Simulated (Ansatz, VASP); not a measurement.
# Hg: VASP beside Ansatz

```
Hg
1.0
     1.74632    1.00824    2.14788
    -1.74632    1.00824    2.14788
     0.00000   -2.01648    2.14788
Hg
1
Direct
  0.00000 0.00000 0.00000
```

Alike in both runs: task single point; functional LDA; k mesh 11 × 11 × 11; occupations gaussian, width 0.6 eV; no spin polarisation.

```csv
,VASP,Ansatz
version,VASP 6.6.1,Ansatz 0.2.0
potentials or method,"VASP PAW LDA potentials, release 64 (Hg), cutoff 520 eV","plane waves (420 eV) with PAW, scalar-relativistic"
valence electrons in the cell,12,20
```

|  | VASP | Ansatz | Ansatz less VASP |
| --- | --- | --- | --- |
| pressure (GPa) | 0.7 | -0.1 | -0.75 |
| traceless stress, the component that is largest in VASP (GPa) | 0.09 | -0.24 | -0.331 |

Ansatz warns that its potentials were made for another functional, while VASP's fit it. LDA's correlation is that of Perdew and Zunger in VASP and of Perdew and Wang (1992) in Ansatz. VASP's potentials hold 12 valence electrons a cell and Ansatz's 20, so a difference there can come from the potentials and not from the codes.

Neither program's run includes spin-orbit coupling.
